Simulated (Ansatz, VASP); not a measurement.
**BeTe in VASP and in Ansatz**

```xyz
2
Lattice="0.0000 2.7700 2.7700 2.7700 0.0000 2.7700 2.7700 2.7700 0.0000" Properties=species:S:1:pos:R:3 pbc="T T T"
Be    0.0000    0.0000    0.0000
Te    4.1550    4.1550    4.1550
```

Alike in both runs: task single point; functional PBE; k mesh 11 × 11 × 11; occupations fermi-dirac, width 0.05 eV; no spin polarisation.

```csv
,VASP,Ansatz
version,VASP 6.6.1,Ansatz 0.2.0
potentials or method,"VASP PAW PBE potentials, release 64 (Be, Te), cutoff 520 eV","all-electron LAPW, scalar-relativistic"
```

```csv
,VASP,Ansatz,Ansatz less VASP
gap on the k mesh at the Fermi level (eV),1.87,1.89,+0.015
pressure (GPa),4.5,4.3,-0.18
```

Ansatz ran all-electron here, and VASP with PAW potentials.

Spin-orbit coupling is off throughout.
